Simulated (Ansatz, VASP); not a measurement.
One calculation of PbO, two programs

```xyz
4
Lattice="3.9877 0.0000 0.0000 0.0000 3.9877 0.0000 0.0000 0.0000 5.0810" Properties=species:S:1:pos:R:3 pbc="T T T"
Pb    0.0000    1.9939    1.1843
Pb    1.9939    0.0000    3.8967
O     0.0000    0.0000    0.0000
O     1.9939    1.9939    0.0000
```

Alike in both runs: functional PBEsol; k mesh 8 × 8 × 6; occupations fermi-dirac, width 0.02 eV; no spin polarisation.

Ansatz relaxed the structure, and its values are those at the end. VASP's run is a single point on that final structure, the one shown.

```csv
,VASP,Ansatz
version,VASP 6.6.1,Ansatz 0.2.0
potentials or method,"VASP PAW PBE potentials, release 64 (Pb_d, O), cutoff 520 eV",PAW plane waves
valence electrons in the cell,40,40
```

```csv
,VASP,Ansatz,Ansatz less VASP
gap on the k mesh at the Fermi level (eV),1.24,1.24,0.000
pressure (GPa),0.1,0.0,-0.06
rms of the force components (eV/Å),0.018,0.001,-0.0175
```

VASP's potentials were made for PBE, not for PBEsol, and Ansatz warns of the same on its side.

Neither program's run includes spin-orbit coupling.
